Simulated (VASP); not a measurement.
# MgO (I4/mmm) in VASP: a series of runs

The runs below take MgO through single point, with r2SCAN.

Everything below comes from runs of VASP 6.6.1. Logs are shortened: lines on timing, memory, paths and dates and some standing lists are left out, and cuts for length are marked.

## (1) The cell of the first run

Symmetry: I4/mmm, No. 139, tetragonal system. The conventional cell has a = 3.390 Å, b = 3.390 Å, c = 3.389 Å, α = 90.00°, β = 90.00°, γ = 90.00°. Within 2.3 Å of Mg (site symmetry 4/mmm) lie 2 O at 1.69 Å. Within 2.3 Å of O (site symmetry 4/mmm) lie 2 Mg at 1.69 Å.

## (2) Single point, r2SCAN

POSCAR

```
MgO
1.0
    0.0000000000      2.3967454938      1.6944990641
    2.3967454938      0.0000000000      1.6944990641
    2.3967454938      2.3967454938      0.0000000000
Mg O
1 1
Direct
    0.0000000000      0.0000000000      0.0000000000
    0.5000000000      0.5000000000      0.5000000000
```

INCAR.step1

```
SYSTEM = MgO
PREC     = Accurate       ! precision mode
ENCUT    = 520            ! plane-wave cutoff, eV
ISMEAR   = 0              ! smearing method
SIGMA    = 0.05           ! smearing width, eV
LREAL    = .FALSE.        ! projectors in reciprocal space
LASPH    = .TRUE.         ! aspherical terms in the spheres
NELM     = 60             ! most SCF steps
NBANDS   = 11             ! bands
GGA      = PE             ! functional
ALGO     = Normal         ! electronic algorithm
EDIFF    = 1E-4           ! SCF threshold, eV
LWAVE    = .TRUE.         ! write WAVECAR
LCHARG   = .FALSE.        ! write CHGCAR
```

INCAR.step2

```
SYSTEM = MgO
PREC     = Accurate       ! precision mode
ENCUT    = 520            ! plane-wave cutoff, eV
EDIFF    = 1E-6           ! SCF threshold, eV
ISMEAR   = 0              ! smearing method
SIGMA    = 0.05           ! smearing width, eV
LREAL    = .FALSE.        ! projectors in reciprocal space
LASPH    = .TRUE.         ! aspherical terms in the spheres
NELM     = 60             ! most SCF steps
ALGO     = Normal         ! electronic algorithm
ISIF     = 2              ! what is computed and relaxed
LWAVE    = .FALSE.        ! write WAVECAR
LCHARG   = .TRUE.         ! write CHGCAR
METAGGA  = R2SCAN         ! meta-GGA
LMIXTAU  = .TRUE.       
LELF     = .TRUE.         ! ELF
LVHAR    = .TRUE.       
NBANDS   = 11             ! bands
ISTART   = 1
```

KPOINTS

```
Automatic mesh
0
G
  10 10 10
  0 0 0
```

Potentials or basis: VASP PAW PBE potentials, release 64 (Mg, O).

Run with:

```sh
cat potpaw_PBE.64/Mg/POTCAR potpaw_PBE.64/O/POTCAR > POTCAR
cp INCAR.step1 INCAR
mpirun -np 1 vasp_std > vasp.out
cp INCAR.step2 INCAR
mpirun -np 1 vasp_std > vasp.out
```

OUTCAR:

```text
SYSTEM = MgO
   PREC = Accurate
   ENCUT = 520
   EDIFF = 1E-6
   ISMEAR = 0
   LREAL = .FALSE.
   LASPH = .TRUE.
   NELM = 60
   ISIF = 2
   METAGGA = R2SCAN
   ISTART = 1

 ion  position               nearest neighbor table
   1  0.000  0.000  0.000-   2 1.69   2 1.69   2 2.40   2 2.40   2 2.40   2 2.40
   2  0.500  0.500  0.500-   1 1.69   1 1.69   1 2.40   1 2.40   1 2.40   1 2.40

  LATTYP: Found a body centered tetragonal cell.
 ALAT       =     3.3895099829
 C/A-ratio  =     0.9998489886

  Lattice vectors:

 A1 = (   0.0000000000,  -2.3967454938,  -1.6944990641)
 A2 = (   0.0000000000,   2.3967454938,  -1.6944990641)
 A3 = (   2.3967454938,   0.0000000000,   1.6944990641)

Analysis of symmetry for initial positions (statically):
=====================================================================
 Subroutine PRICEL returns:
 Original cell was already a primitive cell.

 Routine SETGRP: Setting up the symmetry group for a
 body centered tetragonal supercell.

 Subroutine GETGRP returns: Found 16 space group operations
 (whereof 16 operations were pure point group operations)
 out of a pool of 16 trial point group operations.

The static configuration has the point symmetry D_4h.

Analysis of symmetry for dynamics (positions and initial velocities):
=====================================================================
 Subroutine PRICEL returns:
 Original cell was already a primitive cell.

 Routine SETGRP: Setting up the symmetry group for a
 body centered tetragonal supercell.

 Subroutine GETGRP returns: Found 16 space group operations
 (whereof 16 operations were pure point group operations)
 out of a pool of 16 trial point group operations.

The dynamic configuration has the point symmetry D_4h.

 Subroutine INISYM returns: Found 16 space group operations
 (whereof 16 operations are pure point group operations),
 and found     1 'primitive' translations

----------------------------------------------------------------------------------------

                                     Primitive cell

  volume of cell :      19.4677

  direct lattice vectors                    reciprocal lattice vectors
     0.000000000  2.396745494  1.694499064    -0.208616226  0.208616226  0.295072456
     2.396745494  0.000000000  1.694499064     0.208616226 -0.208616226  0.295072456
     2.396745494  2.396745494  0.000000000     0.208616226  0.208616226 -0.295072456

  length of vectors
     2.935253999  2.935253999  3.389509983     0.417263962  0.417263962  0.417263962

  position of ions in fractional coordinates (direct lattice)
     0.000000000  0.000000000  0.000000000
     0.500000000  0.500000000  0.500000000

  ion indices of the primitive-cell ions
   primitive index   ion index
                 1           1
                 2           2

----------------------------------------------------------------------------------------

 KPOINTS: Automatic mesh

Automatic generation of k-mesh.
 Grid dimensions read from file:
 generate k-points for:   10   10   10

 Generating k-lattice:

  Cartesian coordinates                     Fractional coordinates (reciprocal lattice)
    -0.020861623  0.020861623  0.029507246     0.100000000  0.000000000  0.000000000
     0.020861623 -0.020861623  0.029507246     0.000000000  0.100000000  0.000000000
     0.020861623  0.020861623 -0.029507246     0.000000000  0.000000000  0.100000000

  Length of vectors
     0.041726396  0.041726396  0.041726396

  Shift w.r.t. Gamma in fractional coordinates (k-lattice)
     0.000000000  0.000000000  0.000000000

 Subroutine IBZKPT returns following result:
 ===========================================

 Found    102 irreducible k-points:

 Following reciprocal coordinates:
            Coordinates               Weight
  0.000000  0.000000  0.000000      1.000000
  0.100000  0.000000  0.000000      8.000000
  0.200000  0.000000  0.000000      8.000000
  0.300000  0.000000  0.000000      8.000000
  0.400000  0.000000  0.000000      8.000000
  0.500000  0.000000  0.000000      4.000000
[... 16 lines left out ...]
  0.300000  0.300000  0.000000      2.000000
  0.400000  0.300000  0.000000      8.000000
 [... further k-points ...]
   k-points           NKPTS =    102   k-points in BZ     NKDIM =    102   number of bands    NBANDS=     11
   number of dos      NEDOS =    301   number of ions     NIONS =      2
   total plane-waves  NPLWV =  16128
   dimension x,y,z NGX =    24 NGY =   24 NGZ =   28
   dimension x,y,z NGXF=    48 NGYF=   48 NGZF=   56
   ions per type =               1   1
   NGX,Y,Z   is equivalent  to a cutoff of  13.59, 13.59, 13.73 a.u.
   NGXF,Y,Z  is equivalent  to a cutoff of  27.19, 27.19, 27.47 a.u.
 SYSTEM =  MgO
   PREC   = accura    normal or accurate (medium, high low for compatibility)
   ISTART =      1    job   : 0-new  1-cont  2-samecut
   ICHARG =      0    charge: 1-file 2-atom 10-const
   ISPIN  =      1    spin polarized calculation?
   LNONCOLLINEAR =      F non collinear calculations
   LSORBIT =      F    spin-orbit coupling
   LASPH  =      T    aspherical Exc in radial PAW
   ENCUT  =  520.0 eV  38.22 Ry    6.18 a.u.   5.46  5.46  6.30*2*pi/ulx,y,z
   NELM   =     60;   NELMIN=  2; NELMDL=  0     # of ELM steps
   EDIFF  = 0.1E-05   stopping-criterion for ELM
   LREAL  =      F    real-space projection
   EDIFFG = 0.1E-04   stopping-criterion for IOM
   NSW    =      0    number of steps for IOM
   IBRION =     -1    ionic relax: 0-MD 1-quasi-New 2-CG
   NFREE  =      0    steps in history (QN), initial steepest desc. (CG)
   ISIF   =      2    stress and relaxation
   ISYM   =      2    0-nonsym 1-usesym 2-fastsym
   POTIM  = 0.5000    time-step for ionic-motion
   TEBEG  =    0.0;   TEEND  =   0.0 temperature during run
   PSTRESS=    0.0 pullay stress
   NELECT =       8.0000    total number of electrons
   NUPDOWN=      -1.0000    fix difference up-down
   EMIN   =  10.00;   EMAX   =-10.00  energy-range for DOS
   EFERMI =   0.00;   METHOD = LEGACY
   ISMEAR =     0;   SIGMA  =   0.05  broadening in eV -4-tet -1-fermi 0-gaus
   EFERMI_NEDOS =   21; number of points for ismear=-14 and -15
   IALGO  =     38    algorithm
   IMIX   =      4    mixing-type and parameters
     AMIX     =   0.40;   BMIX     =  1.00
     AMIX_MAG =   1.60;   BMIX_MAG =  1.00
  volume/ion in A,a.u.               =       9.73        65.69
  Fermi-wavevector in a.u.,A,eV,Ry     =   1.217119  2.300022 20.155386  1.481379
  Thomas-Fermi vector in A             =   2.352450
   LORBIT       =      0    0 simple, 1 ext, 2 COOP (PROOUT), +10 PAW based schemes
   METAGGA = R2SCAN    functional components
   LHFCALC =     F    Hartree Fock is set to
   AEXX    =    0.0000 exact exchange contribution
   IVDW    =     0    specifies the selected vdW correction
   LEPSILON=     F    determine dielectric tensor
   LRPA    =     F    only Hartree local field effects (RPA)
 non-spin polarized calculation
 Gauss-broadening in eV      SIGMA  =   0.05
  energy-cutoff  :      520.00
  volume of cell :       19.47
 maximum number of plane-waves:       543
 NGX is ok and might be reduce to    24
   NGX = 11   NGY = 11   NGZ = 13

 number of electron       7.9999999 magnetization

 Free energy of the ion-electron system (eV)
  ---------------------------------------------------
  ext. energy  EPLUGINS =         0.00000000
  ---------------------------------------------------
  free energy    TOTEN  =       -14.58133273 eV

  energy without entropy =      -14.58133273  energy(sigma->0) =      -14.58133273

 E-fermi :   2.6430     XC(G=0): -11.1972

 val. band max:        2.4384544387   @ k =   0.0000   0.0000   0.0000
 cond. band min:       6.8457813529   @ k =   0.0000   0.0000   0.0000
 fundamental gap:      4.4073269142
 Fermi energy:         2.6429680601

 k-point     1 :       0.0000    0.0000    0.0000
  band No.  band energies     occupation
      1     -15.8427      2.00000
      2       1.8283      2.00000
      3       2.4384      2.00000
      4       2.4385      2.00000
      5       6.8458      0.00000
      6      19.3926      0.00000
      7      19.3926      0.00000
      8      19.5885      0.00000
      9      22.6640      0.00000
     10      24.6242      0.00000
     11      24.6243      0.00000

 k-point     2 :       0.1000    0.0000    0.0000
  band No.  band energies     occupation
      1     -15.7347      2.00000
      2       1.4703      2.00000
      3       2.1572      2.00000
      4       2.3025      2.00000
      5       7.4581      0.00000
      6      18.6321      0.00000
      7      18.9582      0.00000
      8      19.9382      0.00000
      9      21.5792      0.00000
     10      24.4895      0.00000
     11      25.6047      0.00000

 k-point     3 :       0.2000    0.0000    0.0000
  band No.  band energies     occupation
      1     -15.4385      2.00000
      2       0.3834      2.00000
      3       1.9164      2.00000
      4       1.9662      2.00000
      5       8.6903      0.00000
      6      16.7998      0.00000
      7      18.0154      0.00000
      8      21.1324      0.00000
      9      21.8247      0.00000
     10      24.3182      0.00000
     11      27.8926      0.00000
[... 267 lines left out ...]
 k-point    23 :       0.3000    0.3000    0.0000
  band No.  band energies     occupation
      1     -14.5142      2.00000
      2      -0.7995      2.00000
      3       0.7339      2.00000
      4       0.7339      2.00000
      5      11.6791      0.00000
      6      12.3934      0.00000
      7      18.8347      0.00000
      8      18.8347      0.00000
      9      24.3581      0.00000
     10      24.5963      0.00000
     11      31.8439      0.00000

 k-point    24 :       0.4000    0.3000    0.0000
  band No.  band energies     occupation
      1     -14.3805      2.00000
      2      -0.8722      2.00000
      3       0.4773      2.00000
      4       0.4819      2.00000
      5      11.6284      0.00000
      6      12.8934      0.00000
      7      18.9570      0.00000
      8      19.0770      0.00000
      9      22.7579      0.00000
     10      26.0189      0.00000
     11      31.5262      0.00000

 [... further k-points ...]

------------------------ aborting loop because EDIFF is reached ----------------------------------------

  FORCE on cell =-STRESS in cart. coord.  units (eV):
  Direction    XX          YY          ZZ          XY          YZ          ZX
  --------------------------------------------------------------------------------------
  -------------------------------------------------------------------------------------
  Total       -1.2672074     -1.2672074     17.5691460      0.0000000      0.0000000     -0.0000000
  in kB     -104.2901108   -104.2901108   1445.9259996      0.0000000      0.0000000     -0.0000000
  external PRESSURE =     412.4485926 kB  Pullay stress =       0.0000000 kB

 VOLUME and BASIS-vectors are now :
 -----------------------------------------------------------------------------
  energy-cutoff  :      520.00
  volume of cell :       19.47
      direct lattice vectors                 reciprocal lattice vectors
     0.000000000  2.396745494  1.694499064    -0.208616226  0.208616226  0.295072456
     2.396745494  0.000000000  1.694499064     0.208616226 -0.208616226  0.295072456
     2.396745494  2.396745494  0.000000000     0.208616226  0.208616226 -0.295072456

 POSITION                                       TOTAL-FORCE (eV/Angst)
 -----------------------------------------------------------------------------------
      0.00000      0.00000      0.00000         0.000000      0.000000      0.000000
      2.39675      2.39675      1.69450        -0.000000     -0.000000     -0.000000
 -----------------------------------------------------------------------------------
    total drift:                               -0.000000     -0.000000      0.000000

  FREE ENERGIE OF THE ION-ELECTRON SYSTEM (eV)
  ---------------------------------------------------
  free  energy   TOTEN  =       -14.5813327259 eV

  energy  without entropy=      -14.5813327259  energy(sigma->0) =      -14.58133273
```

Wall time 2.4 min (1 thread of Intel Xeon 8259CL, shared host); peak memory 0.17 GiB.

Results:

- Free energy: -14.5813 eV
- Pressure: 41.2 GPa
- Band gap on the k mesh: 4.41 eV

Levels at points of the mesh, in eV from the valence-band top:
| k point | band 1 | band 2 | band 3 | band 4 | band 5 | band 6 | band 7 | band 8 | band 9 |
| --- | --- | --- | --- | --- | --- | --- | --- | --- | --- |
| (0.00, 0.00, 0.00) | -18.28 | -0.61 | 0.00 | 0.00 | 4.41 | 16.95 | 16.95 | 17.15 | 20.23 |
| (0.50, 0.00, 0.00) | -16.99 | -4.40 | -1.25 | -0.91 | 8.11 | 12.45 | 14.09 | 20.43 | 22.29 |
| (0.50, 0.50, 0.00) | -16.72 | -2.75 | -2.40 | -2.40 | 7.82 | 12.39 | 17.00 | 17.46 | 17.46 |
| (0.50, 0.00, 0.50) | -17.25 | -4.39 | -1.48 | -0.18 | 10.60 | 12.09 | 12.52 | 19.10 | 23.23 |

Caveat: the cell stands under pressure; the PAW data sets were made with another functional, which shifts forces and pressure a little.

(Continued in part 2 of 2.)
